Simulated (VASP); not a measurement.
Here is a VASP 6.6.1 calculation.

The input INCAR:

```
SYSTEM = Si
ALGO = Normal ; EDIFF = 1E-6
ENCUT = 500 ; GGA = PE
GGA_COMPAT = .False. ; ISIF = 2
ISMEAR = 0 ; LASPH = .True.
LCHARG = .False. ; LREAL = .False.
LWAVE = .False. ; NBANDS = 16
NELM = 120 ; PREC = Accurate
SIGMA = 0.02
```

Contents of KPOINTS:

```
k-points
0
Gamma
  12 12 6
  0 0 0
```

Contents of POSCAR:

```
Si
1.0
    3.8513913039      0.0000000000      0.0000000000
   -1.9256956519      3.3354027091      0.0000000000
    0.0000000000      0.0000000000      6.3643855410
Si
4
Direct
    0.3333333333      0.6666666667     -0.0000817572
    0.6666666667      0.3333333333      0.4999182428
    0.3333333333      0.6666666667      0.3740817572
    0.6666666667      0.3333333333      0.8740817572
```

Potentials or basis: VASP PAW PBE potentials, release 64 (Si).

Run with:

```sh
$ cat potpaw_PBE.64/Si/POTCAR > POTCAR
$ mpirun -np 1 vasp_std > vasp.out
```

Question: Predict the pressure.

Answer: -0.1 GPa.

Question: Predict the band gap on the k mesh.

Answer: 0.45 eV, indirect (least direct gap 0.99 eV).

A k mesh can miss the band edges. PBE gaps usually lie below the measured ones, often by a third to a half.
